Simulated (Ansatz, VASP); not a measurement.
**One calculation of Rb, two programs**

Contents of INCAR:

```
SYSTEM = Rb
PREC = Accurate ; ENCUT = 520
EDIFF = 1E-6 ; ISMEAR = 0
SIGMA = 0.1 ; LREAL = .FALSE.
LASPH = .TRUE. ; NELM = 60
ALGO = Normal ; ISIF = 2
LWAVE = .FALSE. ; LCHARG = .FALSE.
GGA = PS ; NBANDS = 16
```

KPOINTS

```
Automatic mesh
0
G
  9 9 6
  0 0 0
```

POSCAR

```
Rb
1.0
    4.9338816584      0.0000000000      0.0000000000
   -2.4669408292      4.2728668554      0.0000000000
    0.0000000000      0.0000000000      8.3126412312
Rb
2
Direct
    0.3333333300      0.6666666700      0.2500000000
    0.6666666700      0.3333333300      0.7500000000
```

Input for Ansatz:

```yaml
crystal:
  lattice:
    - [4.9338816584, 0.0, 0.0]
    - [-2.4669408292, 4.2728668554, 0.0]
    - [0.0, 0.0, 8.3126412312]
  atoms:
    - { symbol: Rb, position: [0.33333333, 0.66666667, 0.25] }
    - { symbol: Rb, position: [0.66666667, 0.33333333, 0.75] }
basis:
  ecutwfc: 420
kpoints:
  mp_grid: { grid: [9, 9, 6] }
hamiltonian:
  xc: pbesol
scf:
  occupations: { method: gaussian, width: 0.1 }
output:
  forces: true
  stress: true
  eigenvalues: true
  populations: true
```

Alike in both runs: task single point; functional PBEsol; k mesh 9 × 9 × 6; occupations gaussian, width 0.1 eV; no spin polarisation.

```csv
,VASP,Ansatz
version,VASP 6.6.1,Ansatz 0.2.0
potentials or method,"VASP PAW PBE potentials, release 64 (Rb_sv), cutoff 520 eV","scalar-relativistic, plane waves, PAW"
valence electrons in the cell,18,18
```

|  | VASP | Ansatz | Ansatz less VASP |
| --- | --- | --- | --- |
| gap on the k mesh at the Fermi level (eV) | none | none | - |
| pressure (GPa) | 0.0 | 0.0 | 0.00 |

VASP's potentials were made for PBE, not for PBEsol. A gap of «none» marks a metal or a gap that the smearing closes.
